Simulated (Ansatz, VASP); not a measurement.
# Sn3GeSe in VASP and in Ansatz

INCAR

```
SYSTEM = Sn3GeSe
  PREC = Accurate
  ENCUT = 520
  EDIFF = 1E-6
  ISMEAR = 0
  SIGMA = 0.1
  LREAL = .FALSE.
  LASPH = .TRUE.
  NELM = 100
  ALGO = Normal
  ISIF = 2
  LWAVE = .FALSE.
  LCHARG = .TRUE.
  GGA = PE
  LELF = .TRUE.
  LVHAR = .TRUE.
  NBANDS = 39
```

File KPOINTS:

```
Automatic mesh
0
G
  4 4 4
  0 0 0
```

File POSCAR:

```
Sn3GeSe
1.0
    5.3192437400      0.0000000000      0.0000000000
    0.0000000000      5.3192437400      0.0000000000
    0.0000000000      0.0000000000      5.3192437400
Sn Ge Se
3 1 1
Direct
    0.5000000000      0.0000000000      0.0000000000
    0.0000000000      0.5000000000      0.0000000000
    0.0000000000      0.0000000000      0.5000000000
    0.0000000000      0.0000000000      0.0000000000
    0.5000000000      0.5000000000      0.5000000000
```

Input for Ansatz:

```yaml
crystal:
  lattice:
    - [5.31924374, 0.0, 0.0]
    - [0.0, 5.31924374, 0.0]
    - [0.0, 0.0, 5.31924374]
  atoms:
    - { symbol: Sn, position: [0.5, 0.0, 0.0] }
    - { symbol: Sn, position: [0.0, 0.5, 0.0] }
    - { symbol: Sn, position: [0.0, 0.0, 0.5] }
    - { symbol: Ge, position: [0.0, 0.0, 0.0] }
    - { symbol: Se, position: [0.5, 0.5, 0.5] }
basis:
  ecutwfc: 420
kpoints:
  mp_grid: { grid: [4, 4, 4] }
hamiltonian:
  xc: pbe
scf:
  occupations: { method: gaussian, width: 0.1 }
  lower_state_search: "off"
output:
  forces: true
  stress: true
  eigenvalues: true
```

Alike in both runs: task single point; functional PBE; k mesh 4 × 4 × 4; occupations gaussian, width 0.1 eV; no spin polarisation.

```csv
,VASP,Ansatz
version,VASP 6.6.1,Ansatz 0.2.0
potentials or method,"VASP PAW PBE potentials, release 64 (Sn_d, Ge_d, Se), cutoff 520 eV","scalar-relativistic, plane waves, PAW"
valence electrons in the cell,62,72
```

```tsv
	VASP	Ansatz	Ansatz less VASP
gap on the k mesh at the Fermi level (eV)	none	none	-
pressure (GPa)	1.8	1.8	+0.04
```

A gap of «none» marks a metal or a gap that the smearing closes. The functional is the same, so the differences come from potentials, cutoffs and numerics. VASP's potentials hold 62 valence electrons a cell and Ansatz's 72, so a difference there can come from the potentials and not from the codes.
